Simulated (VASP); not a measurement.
# HfS2 (P-3m1) in VASP: settings compared

The runs below take HfS2 through relaxation of cell and atoms, with PBE+D4, r2SCAN+rVV10.

All numbers are computed with VASP 6.6.1; they aren't measurements. Logs are shortened: lines on timing, memory, paths and dates and some standing lists are left out, and cuts for length are marked.

## Step 1: The cell of the first run

The structure is trigonal, space group P-3m1 (No. 164). The conventional cell has a = 3.610 Å, b = 3.610 Å, c = 5.767 Å, α = 90.00°, β = 90.00°, γ = 120.00°. Hf (site symmetry -3m) has 6 S at 2.54 Å within 3.4 Å. S (site symmetry 3m) has 3 Hf at 2.54 Å within 3.4 Å.

## Step 2: Relaxation of cell and atoms, PBE+D4

INCAR reads:

```
SYSTEM = HfS2
  PREC = Accurate
  ENCUT = 500
  EDIFF = 1E-7
  ISMEAR = -1
  SIGMA = 0.02
  LREAL = .False.
  LASPH = .True.
  NELM = 120
  ALGO = Normal
  ISIF = 3
  LWAVE = .False.
  LCHARG = .False.
  GGA = PE
  IVDW = 13
  IBRION = 2
  NSW = 80
  EDIFFG = -0.005
  GGA_COMPAT = .False.
  NELMIN = 4
```

KPOINTS reads:

```
regular mesh
0
Gamma
  12 12 4
  0 0 0
```

POSCAR reads:

```
HfS2
1.0
    3.6103985487      0.0000000000      0.0000000000
   -1.8051992744      3.1266968610      0.0000000000
    0.0000000000      0.0000000000      5.7665980553
Hf S
1 2
Direct
    0.0000000000      0.0000000000      0.0000000000
    0.3333333333      0.6666666667      0.2520411725
    0.6666666667      0.3333333333      0.7479588275
```

Potentials or basis: VASP PAW PBE potentials, release 64 (Hf_pv, S).

The run is started by

```console
> cat potpaw_PBE.64/Hf_pv/POTCAR potpaw_PBE.64/S/POTCAR > POTCAR
> mpirun -np 1 vasp_std > vasp.out
```

OUTCAR:

```text
SYSTEM = HfS2
   PREC = Accurate
   ENCUT = 500
   EDIFF = 1E-7
   ISMEAR = -1
   LREAL = .False.
   LASPH = .True.
   NELM = 120
   ISIF = 3
   GGA = PE
   IVDW = 13
   IBRION = 2
   NSW = 80
   EDIFFG = -0.005
   NELMIN = 4

 ion  position               nearest neighbor table
   1  0.000  0.000  0.000-   2 2.54   3 2.54   3 2.54   2 2.54   3 2.54   2 2.54
   2  0.333  0.667  0.252-   1 2.54   1 2.54   1 2.54
   3  0.667  0.333  0.748-   1 2.54   1 2.54   1 2.54

  LATTYP: Found a hexagonal cell.
 ALAT       =     3.6103985487
 C/A-ratio  =     1.5972192481

  Lattice vectors:

 A1 = (   3.6103985487,   0.0000000000,   0.0000000000)
 A2 = (  -1.8051992744,   3.1266968610,   0.0000000000)
 A3 = (   0.0000000000,   0.0000000000,   5.7665980553)

Analysis of symmetry for initial positions (statically):
=====================================================================
 Subroutine PRICEL returns:
 Original cell was already a primitive cell.

 Routine SETGRP: Setting up the symmetry group for a
 hexagonal supercell.

 Subroutine GETGRP returns: Found 12 space group operations
 (whereof 12 operations were pure point group operations)
 out of a pool of 24 trial point group operations.

The static configuration has the point symmetry D_3d.

Analysis of symmetry for dynamics (positions and initial velocities):
=====================================================================
 Subroutine PRICEL returns:
 Original cell was already a primitive cell.

 Routine SETGRP: Setting up the symmetry group for a
 hexagonal supercell.

 Subroutine GETGRP returns: Found 12 space group operations
 (whereof 12 operations were pure point group operations)
 out of a pool of 24 trial point group operations.

The dynamic configuration has the point symmetry D_3d.

 Subroutine INISYM returns: Found 12 space group operations
 (whereof 12 operations are pure point group operations),
 and found     1 'primitive' translations

----------------------------------------------------------------------------------------

                                     Primitive cell

  volume of cell :      65.0969

  direct lattice vectors                    reciprocal lattice vectors
     3.610398549  0.000000000  0.000000000     0.276977732  0.159913168  0.000000000
    -1.805199274  3.126696861  0.000000000     0.000000000  0.319826336  0.000000000
     0.000000000  0.000000000  5.766598055     0.000000000  0.000000000  0.173412468

  length of vectors
     3.610398549  3.610398549  5.766598055     0.319826336  0.319826336  0.173412468

  position of ions in fractional coordinates (direct lattice)
     0.000000000  0.000000000  0.000000000
     0.333333333  0.666666667  0.252041173
     0.666666667  0.333333333  0.747958827

  ion indices of the primitive-cell ions
   primitive index   ion index
                 1           1
                 2           2
                 3           3

----------------------------------------------------------------------------------------

 KPOINTS: regular mesh

Automatic generation of k-mesh.
 Grid dimensions read from file:
 generate k-points for:   12   12    4

 Generating k-lattice:

  Cartesian coordinates                     Fractional coordinates (reciprocal lattice)
     0.023081478  0.013326097  0.000000000     0.083333333 -0.000000000  0.000000000
     0.000000000  0.026652195  0.000000000     0.000000000  0.083333333  0.000000000
     0.000000000  0.000000000  0.043353117     0.000000000  0.000000000  0.250000000

  Length of vectors
     0.026652195  0.026652195  0.043353117

  Shift w.r.t. Gamma in fractional coordinates (k-lattice)
     0.000000000  0.000000000  0.000000000

 Subroutine IBZKPT returns following result:
 ===========================================

 Found     69 irreducible k-points:

 Following reciprocal coordinates:
            Coordinates               Weight
  0.000000  0.000000  0.000000      1.000000
  0.083333 -0.000000  0.000000      6.000000
  0.166667  0.000000  0.000000      6.000000
  0.250000 -0.000000  0.000000      6.000000
  0.333333 -0.000000  0.000000      6.000000
  0.416667  0.000000  0.000000      6.000000
[... 16 lines left out ...]
  0.166667  0.000000  0.250000      6.000000
  0.000000  0.166667  0.250000      6.000000
 [... further k-points ...]
   k-points           NKPTS =     69   k-points in BZ     NKDIM =     69   number of bands    NBANDS=     15
   number of dos      NEDOS =    301   number of ions     NIONS =      3
   total plane-waves  NPLWV =  32928
   dimension x,y,z NGX =    28 NGY =   28 NGZ =   42
   dimension x,y,z NGXF=    56 NGYF=   56 NGZF=   84
   ions per type =               1   2
   NGX,Y,Z   is equivalent  to a cutoff of  12.89, 12.89, 12.11 a.u.
   NGXF,Y,Z  is equivalent  to a cutoff of  25.79, 25.79, 24.22 a.u.
 SYSTEM =  HfS2
   PREC   = accura    normal or accurate (medium, high low for compatibility)
   ISTART =      0    job   : 0-new  1-cont  2-samecut
   ICHARG =      2    charge: 1-file 2-atom 10-const
   ISPIN  =      1    spin polarized calculation?
   LNONCOLLINEAR =      F non collinear calculations
   LSORBIT =      F    spin-orbit coupling
   LASPH  =      T    aspherical Exc in radial PAW
   ENCUT  =  500.0 eV  36.75 Ry    6.06 a.u.   6.58  6.58 10.51*2*pi/ulx,y,z
   NELM   =    120;   NELMIN=  4; NELMDL= -5     # of ELM steps
   EDIFF  = 0.1E-06   stopping-criterion for ELM
   LREAL  =      F    real-space projection
   EDIFFG = -.5E-02   stopping-criterion for IOM
   NSW    =     80    number of steps for IOM
   IBRION =      2    ionic relax: 0-MD 1-quasi-New 2-CG
   NFREE  =      1    steps in history (QN), initial steepest desc. (CG)
   ISIF   =      3    stress and relaxation
   ISYM   =      2    0-nonsym 1-usesym 2-fastsym
   POTIM  = 0.5000    time-step for ionic-motion
   TEBEG  =    0.0;   TEEND  =   0.0 temperature during run
   PSTRESS=    0.0 pullay stress
   NELECT =      22.0000    total number of electrons
   NUPDOWN=      -1.0000    fix difference up-down
   EMIN   =  10.00;   EMAX   =-10.00  energy-range for DOS
   EFERMI =   0.00;   METHOD = LEGACY
   ISMEAR =    -1;   SIGMA  =   0.02  broadening in eV -4-tet -1-fermi 0-gaus
   EFERMI_NEDOS =   21; number of points for ismear=-14 and -15
   IALGO  =     38    algorithm
   IMIX   =      4    mixing-type and parameters
     AMIX     =   0.40;   BMIX     =  1.00
     AMIX_MAG =   1.60;   BMIX_MAG =  1.00
  volume/ion in A,a.u.               =      21.70       146.43
  Fermi-wavevector in a.u.,A,eV,Ry     =   1.140326  2.154903 17.692232  1.300342
  Thomas-Fermi vector in A             =   2.277028
   LORBIT       =      0    0 simple, 1 ext, 2 COOP (PROOUT), +10 PAW based schemes
   GGA     = PE    functional components
   LHFCALC =     F    Hartree Fock is set to
   AEXX    =    0.0000 exact exchange contribution
   IVDW    =    13    specifies the selected vdW correction
   LEPSILON=     F    determine dielectric tensor
   LRPA    =     F    only Hartree local field effects (RPA)
 conjugate gradient relaxation of ions
 non-spin polarized calculation
  energy-cutoff  :      500.00
  volume of cell :       65.10
 maximum number of plane-waves:      1701
 NGX is ok and might be reduce to    28
   NGX = 13   NGY = 13   NGZ = 21

--------------------------------------- Ionic step        1  -------------------------------------------

 number of electron      22.0000001 magnetization

 Free energy of the ion-electron system (eV)
  ---------------------------------------------------
  ext. energy  EPLUGINS =         0.00000000
  ---------------------------------------------------
  free energy    TOTEN  =       -22.86683600 eV

  energy without entropy =      -22.86683600  energy(sigma->0) =      -22.86683600

------------------------ aborting loop because EDIFF is reached ----------------------------------------

  DFT-D4 for vdW energy calculation

  Edisp (eV):   -0.83777

  FORCE on cell =-STRESS in cart. coord.  units (eV):
  Direction    XX          YY          ZZ          XY          YZ          ZX
  --------------------------------------------------------------------------------------
  -------------------------------------------------------------------------------------
  Total      -0.09386    -0.09386     0.05725     0.00000     0.00000    -0.00000
  in kB      -2.31010    -2.31010     1.40913     0.00000     0.00000    -0.00000
  external pressure =       -1.07 kB  Pullay stress =        0.00 kB
[... 309 lines left out ...]
  energy  without entropy=      -23.7064692216  energy(sigma->0) =      -23.70646922

--------------------------------------- Ionic step        9  -------------------------------------------

 number of electron      22.0000000 magnetization

 Free energy of the ion-electron system (eV)
  ---------------------------------------------------
  ext. energy  EPLUGINS =         0.00000000
  ---------------------------------------------------
  free energy    TOTEN  =       -22.88086879 eV

  energy without entropy =      -22.88086879  energy(sigma->0) =      -22.88086879

 E-fermi :   3.8706     XC(G=0):  -9.7322

 val. band max:        3.4752151643   @ k =   0.0833  -0.0000   0.0000
 cond. band min:       4.4481822496   @ k =   0.5000  -0.0000   0.5000
 fundamental gap:      0.9729670853
 Fermi energy:         3.8705809184

 k-point     1 :       0.0000    0.0000    0.0000
  band No.  band energies     occupation
      1     -27.2932      2.00000
      2     -27.1775      2.00000
      3     -27.1775      2.00000
      4      -9.7265      2.00000
      5      -7.9728      2.00000
      6      -1.4276      2.00000
      7       0.6716      2.00000
      8       0.6716      2.00000
      9       3.3686      2.00000
     10       3.3686      2.00000
     11       3.4652      2.00000
     12       5.4245      0.00000
     13       5.4245      0.00000
     14       5.9926      0.00000
     15       8.8104      0.00000
[... 397 lines left out ...]
 k-point    24 :       0.0000    0.1667    0.2500
  band No.  band energies     occupation
      1     -27.2833      2.00000
      2     -27.2293      2.00000
      3     -27.1892      2.00000
      4      -9.3080      2.00000
      5      -8.1776      2.00000
      6      -0.7558      2.00000
      7       0.3679      2.00000
      8       0.7984      2.00000
      9       1.6407      2.00000
     10       2.8062      2.00000
     11       3.0106      2.00000
     12       5.2593      0.00000
     13       6.1700      0.00000
     14       6.8413      0.00000
     15       8.4197      0.00000

 [... further k-points ...]

------------------------ aborting loop because EDIFF is reached ----------------------------------------

  DFT-D4 for vdW energy calculation

  Edisp (eV):   -0.82566

  FORCE on cell =-STRESS in cart. coord.  units (eV):
  Direction    XX          YY          ZZ          XY          YZ          ZX
  --------------------------------------------------------------------------------------
  -------------------------------------------------------------------------------------
  Total      -0.01182    -0.01182     0.01280     0.00000    -0.00000     0.00000
  in kB      -0.28689    -0.28689     0.31090     0.00000    -0.00000     0.00000
  external pressure =       -0.09 kB  Pullay stress =        0.00 kB
[... 18 lines left out ...]
  FREE ENERGIE OF THE ION-ELECTRON SYSTEM (eV)
  ---------------------------------------------------
  free  energy   TOTEN  =       -23.7065315717 eV

  energy  without entropy=      -23.7065315716  energy(sigma->0) =      -23.70653157

 reached required accuracy - stopping structural energy minimisation
```

Wall time 2.4 min (1 thread of Intel Xeon 6975P-C (Granite Rapids), shared host); peak memory 0.23 GiB.

What came out:

```yaml
Free_energy: -23.7065 eV
Relaxed_volume: 22.00 Å³/atom
Relaxed_cell: a = 3.610 Å, b = 3.610 Å, c = 5.848 Å, α = 90.00°, β = 90.00°, γ = 120.00°
Space_group_after_relaxing_to_0.1_Å: P-3m1 (No. 164)
Energy_gained_by_relaxing: 0.6 meV/atom
Ionic_steps: 9
Pressure_after_relaxing: 0.0 GPa
Largest_force_after_relaxing: 0.004 eV/Å
Band_gap_on_the_k_mesh: 0.97 eV (least direct gap 1.88 eV)
Dispersion_energy_per_atom: -0.275 eV
```

Forces in eV/Å, atoms in the order of the input:
```
Hf   0.000  0.000  0.000
S    0.000  0.000  0.004
S    0.000  0.000 -0.004
```

Step by step:
| step | energy change (eV) | largest force (eV/Å) | pressure (GPa) | volume (Å³) |
| --- | --- | --- | --- | --- |
| 1 | 0.0000 | 0.0681 | -0.11 | 65.10 |
| 2 | -0.0004 | 0.0101 | 0.33 | 64.96 |
| 3 | -0.0004 | 0.0137 | 0.30 | 64.97 |
| 4 | -0.0007 | 0.0170 | 0.26 | 65.07 |
| 5 | -0.0014 | 0.0266 | 0.14 | 65.39 |
| 6 | -0.0014 | 0.0470 | -0.08 | 66.02 |
| 7 | -0.0016 | 0.0358 | 0.04 | 65.70 |
| 8 | -0.0019 | 0.0176 | 0.02 | 65.83 |
| 9 | -0.0019 | 0.0038 | -0.01 | 65.99 |

Final structure:
```cif
data_structure
_symmetry_space_group_name_H-M 'P 1'
_symmetry_Int_Tables_number 1
_cell_length_a 3.6096
_cell_length_b 3.6096
_cell_length_c 5.8479
_cell_angle_alpha 90.000
_cell_angle_beta 90.000
_cell_angle_gamma 120.000
_cell_volume 65.99
loop_
_atom_site_label
_atom_site_type_symbol
_atom_site_fract_x
_atom_site_fract_y
_atom_site_fract_z
_atom_site_occupancy
Hf1 Hf 0.00000 0.00000 0.00000 1
S1 S 0.33333 0.66667 0.24808 1
S2 S 0.66667 0.33333 0.75192 1
```

Caveat: spin-orbit coupling is left out, which moves the levels of the heavy elements. A k mesh can miss the band edges.

(Part 1 of 2 ends here.)
